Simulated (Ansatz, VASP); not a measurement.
# Two plane-wave programs on AlCo

The input INCAR:

```
SYSTEM = AlCo
ALGO = Fast ; EDIFF = 1E-6
ENCUT = 520 ; GGA = PS
ISIF = 2 ; ISMEAR = 0
LASPH = .True. ; LCHARG = .True.
LELF = .True. ; LREAL = .False.
LVHAR = .True. ; LWAVE = .False.
NBANDS = 27 ; NELM = 100
PREC = Accurate ; SIGMA = 0.15
```

Contents of KPOINTS:

```
k-points
0
Gamma
  21 21 7
  0 0 0
```

File POSCAR:

```
AlCo
1.0
    0.0000000000     -2.8225855369      0.0000000000
    0.0000000000      0.0000000000     -2.8225855369
    9.4677566106      0.0000000000      0.0000000000
Al Co
3 3
Direct
    1.0000000000      1.0000000000      0.2235796832
    1.0000000000      1.0000000000      0.5217058025
    1.0000000000      1.0000000000      0.8198319218
    0.5000000000      0.5000000000      0.0745166235
    0.5000000000      0.5000000000      0.3726427428
    0.5000000000      0.5000000000      0.6707688621
```

Input for Ansatz:

```yaml
crystal:
  lattice:
    - [0.0, -2.8225855369, 0.0]
    - [0.0, 0.0, -2.8225855369]
    - [9.4677566106, 0.0, 0.0]
  atoms:
    - { symbol: Al, position: [1.0, 1.0, 0.2235796832] }
    - { symbol: Al, position: [1.0, 1.0, 0.5217058025] }
    - { symbol: Al, position: [1.0, 1.0, 0.8198319218] }
    - { symbol: Co, position: [0.5, 0.5, 0.0745166235] }
    - { symbol: Co, position: [0.5, 0.5, 0.3726427428] }
    - { symbol: Co, position: [0.5, 0.5, 0.6707688621] }
basis:
  ecutwfc: 420
kpoints:
  mp_grid: { grid: [21, 21, 7] }
hamiltonian:
  xc: pbesol
scf:
  occupations: { method: gaussian, width: 0.15 }
output:
  forces: true
  stress: true
  eigenvalues: true
```

Alike in both runs: task single point; functional PBEsol; k mesh 21 × 21 × 7; occupations gaussian, width 0.15 eV; no spin polarisation.

|  | VASP | Ansatz |
| --- | --- | --- |
| version | VASP 6.6.1 | Ansatz 0.2.0 |
| potentials or method | VASP PAW PBE potentials, release 64 (Al, Co), cutoff 520 eV | scalar-relativistic, plane waves, PAW |
| valence electrons in the cell | 36 | 60 |

Ansatz gave:

```
gap on the k mesh at the Fermi level (eV)                     : none
pressure (GPa)                                                : -7.4
traceless stress, the component that is largest in VASP (GPa) : -0.66
rms of the force components (eV/Å)                            : 0.504
```

**Question.** Which values does VASP return?

**Answer.** gap on the k mesh at the Fermi level (eV): none; pressure (GPa): -7.3; traceless stress, the component that is largest in VASP (GPa): -0.74; rms of the force components (eV/Å): 0.505.

VASP's potentials were made for PBE, not for PBEsol. Atom by atom the forces differ by 0.003 eV/Å (rms over components). A gap of «none» marks a metal or a gap that the smearing closes. VASP's potentials hold 36 valence electrons a cell and Ansatz's 60, so a difference there can come from the potentials and not from the codes.
